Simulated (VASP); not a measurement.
The system is MoW3.

```
Mo W
1.0
     0.00000    3.21000    3.21000
     3.21000    0.00000    3.21000
     3.21000    3.21000    0.00000
Mo W
1 3
Direct
  0.00000 0.00000 0.00000
  0.50000 0.50000 0.50000
  0.25000 0.25000 0.25000
  0.75000 0.75000 0.75000
```

```yaml
Program: VASP 6.6.1
Task: relaxation of cell and atoms
Functional: PBE
Potentials_or_basis: VASP PAW PBE potentials, release 64 (Mo_sv, W_sv)
Cutoff: 500 eV
k_mesh: 5 × 5 × 5
Occupations: gaussian, width 0.2 eV
Spin: no spin polarisation
```

At the start: pressure -8.0 GPa; volume 16.54 Å³/atom.

Q: Where does the relaxation end?

A: Over 3 steps the energy falls by 12.1 meV/atom and the volume is 16.09 Å³/atom (-2.7 %); space group Fm-3m (No. 225, to 0.1 Å) before and after.

The path:
```
step  energy change (eV)  largest force (eV/Å)  pressure (GPa)  volume (Å³)
   1              0.0000                0.0000           -8.02        66.15
   2              0.5073                0.0000           33.71        58.54
   3             -0.0483                0.0000           -0.35        64.35
```

Final structure:
```cif
data_structure
_symmetry_space_group_name_H-M 'P 1'
_symmetry_Int_Tables_number 1
_cell_length_a 4.4979
_cell_length_b 4.4979
_cell_length_c 4.4979
_cell_angle_alpha 60.000
_cell_angle_beta 60.000
_cell_angle_gamma 60.000
_cell_volume 64.35
loop_
_atom_site_label
_atom_site_type_symbol
_atom_site_fract_x
_atom_site_fract_y
_atom_site_fract_z
_atom_site_occupancy
Mo1 Mo 0.00000 0.00000 0.00000 1
W1 W 0.50000 0.50000 0.50000 1
W2 W 0.25000 0.25000 0.25000 1
W3 W 0.75000 0.75000 0.75000 1
```
